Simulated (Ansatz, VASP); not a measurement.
**Rh in VASP and in Ansatz**

```
CELL_PARAMETERS angstrom
0.00000 1.92794 1.92794
1.92794 0.00000 1.92794
1.92794 1.92794 0.00000
ATOMIC_POSITIONS crystal
Rh 0.00000 0.00000 0.00000
```

Alike in both runs: functional RPBE; k mesh 14 × 14 × 14; occupations fermi-dirac, width 0.1 eV; no spin polarisation.

Ansatz relaxed the structure, and its values are those at the end. VASP's run is a single point on that final structure, the one shown.

|  | VASP | Ansatz |
| --- | --- | --- |
| version | VASP 6.6.1 | Ansatz 0.2.0 |
| potentials or method | VASP PAW PBE potentials, release 64 (Rh_pv), cutoff 520 eV | plane waves (420 eV) with PAW, scalar-relativistic |
| valence electrons in the cell | 15 | 17 |

|  | VASP | Ansatz | Ansatz less VASP |
| --- | --- | --- | --- |
| pressure (GPa) | 0.2 | 0.0 | -0.14 |

VASP's potentials were made for PBE, not for RPBE. VASP's potentials hold 15 valence electrons a cell and Ansatz's 17, so a difference there can come from the potentials and not from the codes.
